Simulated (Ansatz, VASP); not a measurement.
# Ga4As3N: VASP beside Ansatz

The input INCAR:

```
SYSTEM = Ga4As3N
  ALGO = Normal
  EDIFF = 1E-6
  ENCUT = 520
  GGA = PE
  ISIF = 2
  ISMEAR = 0
  LASPH = .True.
  LCHARG = .True.
  LELF = .True.
  LREAL = .False.
  LVHAR = .True.
  LWAVE = .False.
  NBANDS = 46
  NELM = 60
  PREC = Accurate
  SIGMA = 0.01
```

The input KPOINTS:

```
k-points
0
Gamma
  6 6 6
  0 0 0
```

Contents of POSCAR:

```
Ga4As3N
1.0
   -2.6745149238      2.6745149238      5.2613033160
    2.6745149238     -2.6745149238      5.2613033160
    2.6745149238      2.6745149238     -5.2613033160
N Ga As
1 4 3
Direct
    0.0000000000      0.0000000000      0.0000000000
    0.6761051120      0.6761051120      0.5762356461
    0.9001305341      0.3238948880      0.0000000000
    0.0998694659      0.0998694659      0.4237643539
    0.3238948880      0.9001305341      0.0000000000
    0.2500000000      0.7500000000      0.5000000000
    0.5000000000      0.5000000000      0.0000000000
    0.7500000000      0.2500000000      0.5000000000
```

Input for Ansatz:

```yaml
crystal:
  lattice:
    - [-2.6745149238, 2.6745149238, 5.261303316]
    - [2.6745149238, -2.6745149238, 5.261303316]
    - [2.6745149238, 2.6745149238, -5.261303316]
  atoms:
    - { symbol: "N", position: [0.0, 0.0, 0.0] }
    - { symbol: Ga, position: [0.676105112, 0.676105112, 0.5762356461] }
    - { symbol: As, position: [0.25, 0.75, 0.5] }
    - { symbol: Ga, position: [0.9001305341, 0.323894888, 0.0] }
    - { symbol: As, position: [0.5, 0.5, 0.0] }
    - { symbol: Ga, position: [0.0998694659, 0.0998694659, 0.4237643539] }
    - { symbol: As, position: [0.75, 0.25, 0.5] }
    - { symbol: Ga, position: [0.323894888, 0.9001305341, 0.0] }
kpoints:
  mp_grid: { grid: [6, 6, 6] }
hamiltonian:
  xc: pbe
scf:
  occupations: { method: fixed }
  n_extra_bands: 6
output:
  forces: true
  stress: true
  eigenvalues: true
```

Alike in both runs: task single point; functional PBE; k mesh 6 × 6 × 6; no spin polarisation.

```csv
,VASP,Ansatz
version,VASP 6.6.1,Ansatz 0.2.0
potentials or method,"VASP PAW PBE potentials, release 64 (N, Ga_d, As)","plane waves, PAW"
plane-wave cutoff (eV),520,420
occupations,"gaussian, width 0.01 eV",fixed
valence electrons in the cell,72,102
```

|  | VASP | Ansatz | Ansatz less VASP |
| --- | --- | --- | --- |
| gap on the k mesh at the Fermi level (eV) | 0.27 | 0.27 | -0.002 |
| pressure (GPa) | 5.7 | 5.5 | -0.21 |
| rms of the force components (eV/Å) | 0.009 | 0.011 | +0.0018 |

VASP's potentials hold 72 valence electrons a cell and Ansatz's 102, so a difference there can come from the potentials and not from the codes.
